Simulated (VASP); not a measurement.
Wanted: the native input for a VASP 6.6.1 run.

| Item | Value |
| --- | --- |
| Task | single point |
| Functional | LDA |
| Potentials or basis | VASP PAW LDA potentials, release 64 (Hf_pv, O) |
| Cutoff | 520 eV |
| k mesh | 6 × 6 × 8 |
| Occupations | gaussian, width 0.05 eV |
| Spin | no spin polarisation |
| Dipole correction | no |
| Further INCAR settings | ALGO = Normal; EDIFF = 1e-07; NBANDS = 31 |

The structure of HfO2 lies in POSCAR:

```
HfO2
1.0
    4.8135329900      0.0000000000      0.0000000000
    0.0000000000      4.8135329900      0.0000000000
    0.0000000000      0.0000000000      3.2054154100
Hf O
2 4
Direct
   -0.0303767926      0.0051900536     -0.0240138225
    0.5189586578      0.5048970885      0.5146176369
    0.1915443542      0.7973434069      0.4768099711
    0.3069362145      0.2693794139      0.0071836254
    0.7006664681      0.6834379417     -0.0160857434
    0.8122710980      0.2397520955      0.5414883325
```

This cell differs from its parent crystal: atoms moved at random.

The input as run:

INCAR

```
  ALGO = Normal
  EDIFF = 1E-7
  ENCUT = 520
  ISIF = 2
  ISMEAR = 0
  LASPH = True
  LCHARG = True
  LELF = True
  LREAL = False
  LVHAR = True
  LWAVE = False
  NBANDS = 31
  NELM = 60
  PREC = Accurate
  SIGMA = 0.05
```

KPOINTS

```
k-points
0
Gamma
  6 6 8
```

Potentials or basis: VASP PAW LDA potentials, release 64 (Hf_pv, O).

Run with:

```sh
$ cat potpaw_LDA.64/Hf_pv/POTCAR potpaw_LDA.64/O/POTCAR > POTCAR
$ mpirun -np 1 vasp_std > vasp.out
```

It gave:

| Quantity | Value |
| --- | --- |
| Pressure | -2.7 GPa |
| Largest force | 4.905 eV/Å |
| Band gap on the k mesh | 2.97 eV, direct |

Caveat: the cell differs from its parent crystal (atoms moved at random); spin-orbit coupling is left out, which moves the levels of the heavy elements; forces of over 1 eV/Å act on the atoms, so gaps and moduli don't describe the material at rest.

Run time: 110 s on 1 thread of Intel(R) Xeon(R) 6975P-C (Granite Rapids), with other jobs on the host, peak memory 0.35 GiB.
